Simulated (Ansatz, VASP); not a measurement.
SrTe: VASP beside Ansatz

```xyz
2
Lattice="0.0000 3.2609 3.2609 3.2609 0.0000 3.2609 3.2609 3.2609 0.0000" Properties=species:S:1:pos:R:3 pbc="T T T"
Sr    3.2609    3.2609    3.2609
Te    0.0000    0.0000    0.0000
```

Alike in both runs: task single point; functional PBEsol; k mesh 10 × 10 × 10; occupations gaussian, width 0.05 eV; no spin polarisation.

|  | VASP | Ansatz |
| --- | --- | --- |
| version | VASP 6.6.1 | Ansatz 0.2.0 |
| potentials or method | VASP PAW PBE potentials, release 64 (Sr_sv, Te), cutoff 500 eV | scalar-relativistic, plane waves, PAW |
| valence electrons in the cell | 16 | 26 |

|  | VASP | Ansatz | Ansatz less VASP |
| --- | --- | --- | --- |
| gap on the k mesh at the Fermi level (eV) | 1.43 | 1.46 | +0.031 |
| least direct gap on the mesh (eV) | 2.22 | 2.25 | +0.022 |
| pressure (GPa) | 1.7 | 1.5 | -0.15 |

VASP's potentials were made for PBE, not for PBEsol. With one functional, cell and mesh, what is left measures potentials, basis and numerics. VASP's potentials hold 16 valence electrons a cell and Ansatz's 26, so a difference there can come from the potentials and not from the codes.

Neither program's run includes spin-orbit coupling.
